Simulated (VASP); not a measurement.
# Mo (P6/mmm) in VASP: a series of runs, part 2 of 2

VASP 6.6.1. Earlier steps stand in the parts before.

## (3) Single point, PBEsol (strain -0.015 along x and y, +0.015 along z)

Contents of INCAR:

```
ALGO = Fast
EDIFF = 1E-6
ENCUT = 520
GGA = PS
ISIF = 2
ISMEAR = 0
LASPH = True
LCHARG = False
LREAL = False
LWAVE = False
NBANDS = 13
NELM = 100
PREC = Accurate
SIGMA = 0.15
```

Contents of KPOINTS:

```
k-points
0
Gamma
  18 18 18
```

Contents of POSCAR:

```
Mo
1.0
    2.6944777412      0.0000000000      0.0000000000
   -1.3472388706      2.3334861739      0.0000000000
    0.0000000000      0.0000000000      2.5935084105
Mo
1
Direct
    0.0000000000      0.0000000000      0.5000000000
```

Potentials or basis: VASP PAW PBE potentials, release 64 (Mo_sv).

Command:

```sh
> cat potpaw_PBE.64/Mo_sv/POTCAR > POTCAR
> mpirun -np 1 vasp_std > vasp.out
```

OUTCAR:

```text
EDIFF = 1E-6
   ENCUT = 520
   GGA = PS
   ISIF = 2
   ISMEAR = 0
   LASPH = True
   LREAL = False
   NELM = 100
   PREC = Accurate

 ion  position               nearest neighbor table
   1  0.000  0.000  0.500-

  LATTYP: Found a hexagonal cell.
 ALAT       =     2.6944777412
 C/A-ratio  =     0.9625273094

  Lattice vectors:

 A1 = (   2.6944777412,   0.0000000000,   0.0000000000)
 A2 = (  -1.3472388706,   2.3334861739,   0.0000000000)
 A3 = (   0.0000000000,   0.0000000000,   2.5935084105)

Analysis of symmetry for initial positions (statically):
=====================================================================
 Subroutine PRICEL returns:
 Original cell was already a primitive cell.

 Routine SETGRP: Setting up the symmetry group for a
 hexagonal supercell.

 Subroutine GETGRP returns: Found 24 space group operations
 (whereof 24 operations were pure point group operations)
 out of a pool of 24 trial point group operations.

The static configuration has the point symmetry D_6h.

Analysis of symmetry for dynamics (positions and initial velocities):
=====================================================================
 Subroutine PRICEL returns:
 Original cell was already a primitive cell.

 Routine SETGRP: Setting up the symmetry group for a
 hexagonal supercell.

 Subroutine GETGRP returns: Found 24 space group operations
 (whereof 24 operations were pure point group operations)
 out of a pool of 24 trial point group operations.

The dynamic configuration has the point symmetry D_6h.

 Subroutine INISYM returns: Found 24 space group operations
 (whereof 24 operations are pure point group operations),
 and found     1 'primitive' translations

----------------------------------------------------------------------------------------

                                     Primitive cell

  volume of cell :      16.3068

  direct lattice vectors                    reciprocal lattice vectors
     2.694477741  0.000000000  0.000000000     0.371129434  0.214271679  0.000000000
    -1.347238871  2.333486174  0.000000000     0.000000000  0.428543358  0.000000000
     0.000000000  0.000000000  2.593508411     0.000000000  0.000000000  0.385578083

  length of vectors
     2.694477741  2.694477741  2.593508411     0.428543358  0.428543358  0.385578083

  position of ions in fractional coordinates (direct lattice)
     0.000000000  0.000000000  0.500000000

  ion indices of the primitive-cell ions
   primitive index   ion index
                 1           1

----------------------------------------------------------------------------------------

 KPOINTS: k-points

Automatic generation of k-mesh.
 Grid dimensions read from file:
 generate k-points for:   18   18   18

 Generating k-lattice:

  Cartesian coordinates                     Fractional coordinates (reciprocal lattice)
     0.020618302  0.011903982  0.000000000     0.055555556  0.000000000  0.000000000
     0.000000000  0.023807964  0.000000000     0.000000000  0.055555556  0.000000000
     0.000000000  0.000000000  0.021421005     0.000000000  0.000000000  0.055555556

  Length of vectors
     0.023807964  0.023807964  0.021421005

  Shift w.r.t. Gamma in fractional coordinates (k-lattice)
     0.000000000  0.000000000  0.000000000

 Subroutine IBZKPT returns following result:
 ===========================================

 Found    370 irreducible k-points:

 Following reciprocal coordinates:
            Coordinates               Weight
  0.000000  0.000000  0.000000      1.000000
  0.055556  0.000000  0.000000      6.000000
  0.111111  0.000000  0.000000      6.000000
  0.166667  0.000000  0.000000      6.000000
  0.222222  0.000000  0.000000      6.000000
  0.277778  0.000000  0.000000      6.000000
[... 16 lines left out ...]
  0.333333  0.111111  0.000000     12.000000
  0.388889  0.111111  0.000000     12.000000
 [... further k-points ...]
   k-points           NKPTS =    370   k-points in BZ     NKDIM =    370   number of bands    NBANDS=     13
   number of dos      NEDOS =    301   number of ions     NIONS =      1
   total plane-waves  NPLWV =   8000
   dimension x,y,z NGX =    20 NGY =   20 NGZ =   20
   dimension x,y,z NGXF=    40 NGYF=   40 NGZF=   40
   ions per type =               1
   NGX,Y,Z   is equivalent  to a cutoff of  12.34, 12.34, 12.82 a.u.
   NGXF,Y,Z  is equivalent  to a cutoff of  24.68, 24.68, 25.64 a.u.
 SYSTEM =  unknown system
   PREC   = accura    normal or accurate (medium, high low for compatibility)
   ISTART =      0    job   : 0-new  1-cont  2-samecut
   ICHARG =      2    charge: 1-file 2-atom 10-const
   ISPIN  =      1    spin polarized calculation?
   LNONCOLLINEAR =      F non collinear calculations
   LSORBIT =      F    spin-orbit coupling
   LASPH  =      T    aspherical Exc in radial PAW
   ENCUT  =  520.0 eV  38.22 Ry    6.18 a.u.   5.01  5.01  4.82*2*pi/ulx,y,z
   NELM   =    100;   NELMIN=  2; NELMDL= -5     # of ELM steps
   EDIFF  = 0.1E-05   stopping-criterion for ELM
   LREAL  =      F    real-space projection
   EDIFFG = 0.1E-04   stopping-criterion for IOM
   NSW    =      0    number of steps for IOM
   IBRION =     -1    ionic relax: 0-MD 1-quasi-New 2-CG
   NFREE  =      0    steps in history (QN), initial steepest desc. (CG)
   ISIF   =      2    stress and relaxation
   ISYM   =      2    0-nonsym 1-usesym 2-fastsym
   POTIM  = 0.5000    time-step for ionic-motion
   TEBEG  =    0.0;   TEEND  =   0.0 temperature during run
   PSTRESS=    0.0 pullay stress
   NELECT =      14.0000    total number of electrons
   NUPDOWN=      -1.0000    fix difference up-down
   EMIN   =  10.00;   EMAX   =-10.00  energy-range for DOS
   EFERMI =   0.00;   METHOD = LEGACY
   ISMEAR =     0;   SIGMA  =   0.15  broadening in eV -4-tet -1-fermi 0-gaus
   EFERMI_NEDOS =   21; number of points for ismear=-14 and -15
   IALGO  =     68    algorithm
   IMIX   =      4    mixing-type and parameters
     AMIX     =   0.40;   BMIX     =  1.00
     AMIX_MAG =   1.60;   BMIX_MAG =  1.00
  volume/ion in A,a.u.               =      16.31       110.04
  Fermi-wavevector in a.u.,A,eV,Ry     =   1.555948  2.940315 32.939343  2.420973
  Thomas-Fermi vector in A             =   2.659815
   LORBIT       =      0    0 simple, 1 ext, 2 COOP (PROOUT), +10 PAW based schemes
   GGA     = PS    functional components
   LHFCALC =     F    Hartree Fock is set to
   AEXX    =    0.0000 exact exchange contribution
   IVDW    =     0    specifies the selected vdW correction
   LEPSILON=     F    determine dielectric tensor
   LRPA    =     F    only Hartree local field effects (RPA)
 non-spin polarized calculation
 RMM-DIIS sequential band-by-band and
 Gauss-broadening in eV      SIGMA  =   0.15
  energy-cutoff  :      520.00
  volume of cell :       16.31
 maximum number of plane-waves:       453
 NGX is ok and might be reduce to    20
   NGX =  9   NGY =  9   NGZ =  9

 number of electron      13.9999997 magnetization

 Free energy of the ion-electron system (eV)
  ---------------------------------------------------
  ext. energy  EPLUGINS =         0.00000000
  ---------------------------------------------------
  free energy    TOTEN  =       -10.84619268 eV

  energy without entropy =      -10.83794995  energy(sigma->0) =      -10.84207132

 E-fermi :  11.7395     XC(G=0): -13.1986

 val. band max:       11.6930215399   @ k =   0.1111   0.0556   0.1111
 cond. band min:      11.7417122497   @ k =   0.1667   0.1667   0.3889
 fundamental gap:      0.0486907098
 Fermi energy:        11.7394836579

 k-point     1 :       0.0000    0.0000    0.0000
  band No.  band energies     occupation
      1     -49.2699      2.00000
      2     -22.6093      2.00000
      3     -22.4720      2.00000
      4     -22.4720      2.00000
      5       4.7967      2.00000
      6       7.3176      2.00000
      7      10.7840      2.00000
      8      10.7840      2.00000
      9      15.7941      0.00000
     10      15.7941      0.00000
     11      24.8906      0.00000
     12      26.7693      0.00000
     13      32.7874      0.00000
[... 353 lines left out ...]
 k-point    24 :       0.3889    0.1111    0.0000
  band No.  band energies     occupation
      1     -49.0013      2.00000
      2     -23.9518      2.00000
      3     -22.9480      2.00000
      4     -22.4214      2.00000
      5       7.1469      2.00000
      6       8.6795      2.00000
      7      11.9015      0.12652
      8      12.4465      0.00000
      9      14.7395      0.00000
     10      16.8889      0.00000
     11      22.2275      0.00000
     12      24.6159      0.00000
     13      28.9248      0.00000

 [... further k-points ...]
[... 5 lines left out ...]
  --------------------------------------------------------------------------------------
  -------------------------------------------------------------------------------------
  Total        0.6634713      0.6634713     -1.1477887      0.0000000     -0.0000000      0.0000000
  in kB       65.1876341     65.1876341   -112.7729770      0.0000000     -0.0000000      0.0000000
  external PRESSURE =       5.8674304 kB  Pullay stress =       0.0000000 kB

 VOLUME and BASIS-vectors are now :
 -----------------------------------------------------------------------------
  energy-cutoff  :      520.00
  volume of cell :       16.31
      direct lattice vectors                 reciprocal lattice vectors
     2.694477741  0.000000000  0.000000000     0.371129434  0.214271679  0.000000000
    -1.347238871  2.333486174  0.000000000     0.000000000  0.428543358  0.000000000
     0.000000000  0.000000000  2.593508411     0.000000000  0.000000000  0.385578083

 POSITION                                       TOTAL-FORCE (eV/Angst)
 -----------------------------------------------------------------------------------
      0.00000      0.00000      1.29675        -0.000000      0.000000      0.000000
 -----------------------------------------------------------------------------------
    total drift:                               -0.000000      0.000000     -0.000000

  FREE ENERGIE OF THE ION-ELECTRON SYSTEM (eV)
  ---------------------------------------------------
  free  energy   TOTEN  =       -10.8461926787 eV

  energy  without entropy=      -10.8379499529  energy(sigma->0) =      -10.84207132
```

OSZICAR:

```text
N       E                     dE             d eps       ncg     rms          rms(c)
DAV:   1     0.111139967103E+03    0.11114E+03   -0.91187E+03  9676   0.112E+03
DAV:   2    -0.997454181697E+01   -0.12111E+03   -0.11718E+03 10895   0.332E+02
DAV:   3    -0.113848004491E+02   -0.14103E+01   -0.14057E+01 11265   0.366E+01
DAV:   4    -0.113890275696E+02   -0.42271E-02   -0.42270E-02 10900   0.225E+00
DAV:   5    -0.113890618047E+02   -0.34235E-04   -0.34235E-04 11410   0.171E-01    0.147E+01
RMM:   6    -0.109139578026E+02    0.47510E+00   -0.54764E-01  9625   0.686E+00    0.480E+00
RMM:   7    -0.108497362262E+02    0.64222E-01   -0.15785E-01  9822   0.361E+00    0.754E-01
RMM:   8    -0.108463120100E+02    0.34242E-02   -0.93432E-03 10603   0.107E+00    0.144E-01
RMM:   9    -0.108461913343E+02    0.12068E-03   -0.96961E-04 10826   0.345E-01    0.403E-02
RMM:  10    -0.108461922430E+02   -0.90874E-06   -0.15097E-04 11013   0.143E-01    0.152E-02
RMM:  11    -0.108461928675E+02   -0.62452E-06   -0.19334E-05 10700   0.462E-02    0.516E-03
RMM:  12    -0.108461926787E+02    0.18880E-06   -0.55443E-06  8348   0.226E-02
   1 F= -.10846193E+02 E0= -.10842071E+02  d E =-.824273E-02
```

It took 40 s on 1 thread of Intel Xeon Platinum 8488C (Sapphire Rapids), shared host; peak memory 0.18 GiB.

Results:

```yaml
Free_energy: -10.8462 eV
Pressure: 0.6 GPa
Band_gap_on_the_k_mesh: zero (band 7 reaches 12.54 eV, above the bottom of band 8 at 10.78 eV)
```

Stress tensor (GPa, compression positive):
```
  6.52   0.00   0.00
  0.00   6.52   0.00
  0.00   0.00 -11.28
```

Caveat: the cell differs from its parent crystal (strain -0.015 along x and y, +0.015 along z); the PAW data sets were made with another functional, which shifts forces and pressure a little.

## (4) Single point, PBEsol (strain -0.015 along x and y, +0.030 along z)

Contents of INCAR:

```
PREC = Accurate
ENCUT = 520
EDIFF = 1E-7
ISMEAR = 0
SIGMA = 0.15
LREAL = False
LASPH = True
NELM = 100
ALGO = Normal
ISIF = 2
LWAVE = False
LCHARG = False
GGA = PS
NBANDS = 13
```

Contents of KPOINTS:

```
regular mesh
0
Gamma
  18 18 18
```

POSCAR, as its differences from that of step 3:

```diff
@@ -4,3 +4,3 @@
    -1.3472388706      2.3334861739      0.0000000000
-    0.0000000000      0.0000000000      2.5935084105
+    0.0000000000      0.0000000000      2.6318361210
 Mo
```

Command:

```sh
> cat potpaw_PBE.64/Mo_sv/POTCAR > POTCAR
> mpirun -np 1 vasp_std > vasp.out
```

Run time: 35 s. Hardware: 1 thread of Intel Xeon Platinum 8488C (Sapphire Rapids), shared host; peak memory 0.18 GiB.

It converged, with:

```
Free energy            : -10.8249 eV
Pressure               : -2.3 GPa
Band gap on the k mesh : zero (band 7 reaches 12.31 eV, above the bottom of band 8 at 10.61 eV)
```

Stress tensor (GPa, compression positive):
```
  5.03   0.00   0.00
  0.00   5.03   0.00
  0.00   0.00 -16.96
```

Levels at points of the mesh, in eV from the Fermi level:
```csv
k point,band 3,band 4,band 5,band 6,band 7,band 8,band 9,band 10,band 11,band 12
"(0.00, 0.00, 0.00)",-34.25,-34.25,-6.94,-4.37,-0.96,-0.96,3.89,3.89,13.19,14.50
"(0.50, 0.00, 0.00)",-34.62,-34.29,-5.13,-2.95,0.28,1.14,3.12,4.67,10.51,13.83
"(0.00, 0.00, 0.50)",-34.14,-34.14,-4.14,-0.44,-0.31,-0.31,1.16,1.16,8.96,15.85
"(0.50, 0.00, 0.50)",-35.54,-34.48,-5.40,-3.86,-0.18,4.93,5.68,6.08,7.14,15.93
```

Caveat: the cell differs from its parent crystal (strain -0.015 along x and y, +0.030 along z); the PAW data sets were made with another functional, which shifts forces and pressure a little.

## (5) The runs side by side

| cell | gap on the mesh (eV) | pressure (GPa) |
| --- | --- | --- |
| a = 2.736, b = 2.736, c = 2.479 Å, angles 90.0, 90.0, 120.0°, 1 atom | none | 3.7 |
| a = 2.694, b = 2.694, c = 2.594 Å, angles 90.0, 90.0, 120.0°, 1 atom | none | 0.6 |
| a = 2.694, b = 2.694, c = 2.632 Å, angles 90.0, 90.0, 120.0°, 1 atom | none | -2.3 |

Alike in all rows: task single point; level PBEsol; potentials or basis VASP PAW PBE potentials, release 64 (Mo_sv); no spin polarisation; k mesh 18 × 18 × 18; cutoff (eV) 520; smearing gaussian 0.15 eV.

Caveats: the PAW data sets were made with another functional, which shifts forces and pressure a little.

Absolute energies hang on the potentials; compare differences alone.
